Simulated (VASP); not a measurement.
Input of a VASP 6.6.1 run:

The input INCAR:

```
SYSTEM = Na2Pt3S4
  PREC = Accurate
  ENCUT = 520
  EDIFF = 1E-6
  ISMEAR = -1
  SIGMA = 0.1
  LREAL = .False.
  LASPH = .True.
  NELM = 100
  ALGO = Normal
  ISIF = 2
  LWAVE = .False.
  LCHARG = .False.
  GGA = PE
  NBANDS = 44
```

File KPOINTS:

```
regular mesh
0
Gamma
  4 4 4
  0 0 0
```

Contents of POSCAR:

```
Na2Pt3S4
1.0
   -2.9812600000      5.0574120000      0.0000000000
    2.9812600000      0.0000000000      6.2051270000
    2.9812600000      5.0574120000      0.0000000000
Na Pt S
2 3 4
Direct
    0.3430000000      0.6860000000      0.6570000000
    0.6570000000      0.3140000000      0.3430000000
    0.0000000000      0.0000000000      0.0000000000
    0.0000000000      0.0000000000      0.5000000000
    0.5000000000      0.0000000000      0.0000000000
    0.2900000000      0.2400000000      0.0500000000
    0.9500000000      0.2400000000      0.7100000000
    0.7100000000      0.7600000000      0.9500000000
    0.0500000000      0.7600000000      0.2900000000
```

Potentials or basis: VASP PAW PBE potentials, release 64 (Na_pv, Pt, S).

Run with:

```bash
$ cat potpaw_PBE.64/Na_pv/POTCAR potpaw_PBE.64/Pt/POTCAR potpaw_PBE.64/S/POTCAR > POTCAR
$ mpirun -np 1 vasp_std > vasp.out
```

Estimate the largest force.

2.742 eV/Å.

Predict the band gap on the k mesh.

0.76 eV, indirect (least direct gap 0.96 eV).

What does it give for the pressure?

13.8 GPa.

Stress tensor (GPa, compression positive):
```
15.81  0.00  0.00
 0.00 13.17  0.00
 0.00  0.00 12.33
```

Caveat: spin-orbit coupling is left out, which moves the levels of the heavy elements; forces of over 1 eV/Å act on the atoms, so gaps and moduli don't describe the material at rest. A hybrid or GW would open this gap; PBE tends to underestimate it.
